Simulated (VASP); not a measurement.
A run of VASP 6.6.1:

Contents of INCAR:

```
PREC = Accurate ; ENCUT = 520
EDIFF = 1E-7 ; ISMEAR = 0
SIGMA = 0.1 ; LREAL = F
LASPH = T ; NELM = 80
ALGO = Normal ; ISIF = 2
LWAVE = F ; LCHARG = F
GGA = PE ; NBANDS = 38
```

KPOINTS

```
regular mesh
0
Gamma
  6 6 4
```

The input POSCAR:

```
LuH3
1.0
    3.8047499300      0.0000000000      0.0000000000
   -1.9023749700      3.2950100900      0.0000000000
    0.0000000000      0.0000000000      6.9629591000
Lu H
2 6
Direct
    0.0000000000      0.0000000000      0.5000000000
    0.0000000000      0.0000000000      0.0000000000
    0.5000000000      0.0000000000      0.8898328500
    0.0000000000      0.5000000000      0.8898328500
    0.5000000000      0.5000000000      0.8898328500
    0.5000000000      0.0000000000      0.1101671500
    0.0000000000      0.5000000000      0.1101671500
    0.5000000000      0.5000000000      0.1101671500
```

Potentials or basis: VASP PAW PBE potentials, release 64 (Lu, H).

Run with:

```console
$ cat potpaw_PBE.64/Lu/POTCAR potpaw_PBE.64/H/POTCAR > POTCAR
$ mpirun -np 1 vasp_std > vasp.out
```

Hardware: 1 thread of AMD EPYC 7R13 (shared host).

How long does it take, and how much memory?

It took 2.6 min on 1 thread of AMD EPYC 7R13, with other jobs on the host, peak memory 0.2 GiB. Counts: scf iterations 17, k points 21.
